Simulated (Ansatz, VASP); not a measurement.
Two plane-wave programs on W

```
W
1.0
    -1.61918    1.61918    1.55442
     1.61918   -1.61918    1.55442
     1.61918    1.61918   -1.55442
W
1
Direct
  0.00000 0.00000 0.00000
```

Alike in both runs: task single point; functional PBEsol; k mesh 24 × 24 × 24; occupations gaussian, width 0.15 eV; no spin polarisation.

|  | VASP | Ansatz |
| --- | --- | --- |
| version | VASP 6.6.1 | Ansatz 0.2.0 |
| potentials or method | VASP PAW PBE potentials, release 64 (W_sv), cutoff 520 eV | scalar-relativistic, plane waves, PAW |
| valence electrons in the cell | 14 | 14 |

|  | VASP | Ansatz | Ansatz less VASP |
| --- | --- | --- | --- |
| gap on the k mesh at the Fermi level (eV) | none | none | - |
| pressure (GPa) | -10.7 | -11.2 | -0.51 |
| traceless stress, the component that is largest in VASP (GPa) | 8.86 | 8.86 | -0.006 |

VASP's potentials were made for PBE, not for PBEsol. A gap of «none» marks a metal or a gap that the smearing closes.

Spin-orbit coupling is off throughout.
